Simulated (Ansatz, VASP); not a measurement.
## C in VASP and in Ansatz

```
C
1.0
     0.00000    1.74063    1.74063
     1.74063    0.00000    1.74063
     1.74063    1.74063    0.00000
C
2
Cartesian
  -0.4352 -0.4352 -0.4352
  0.4352 0.4352 0.4352
```

Change from the starting cell: volume scaled by 0.94, LAPW.

Alike in both runs: task single point; functional PBEsol; k mesh 20 × 20 × 20; occupations fermi-dirac, width 0.1 eV; no spin polarisation.

```csv
,VASP,Ansatz
version,VASP 6.6.1,Ansatz 0.2.0
potentials or method,"VASP PAW PBE potentials, release 64 (C), cutoff 520 eV","all-electron LAPW, scalar-relativistic"
```

Ansatz gave:

* gap on the k mesh at the Fermi level (eV): 4.19
* pressure (GPa): 31.2

Task: What did VASP give for the same quantities?

Result: gap on the k mesh at the Fermi level (eV): 4.18; pressure (GPa): 32.6.

VASP's potentials were made for PBE, not for PBEsol. Both programs put the cell under a high pressure, so it lies far from rest at this level. Ansatz ran all-electron here, and VASP with PAW potentials.
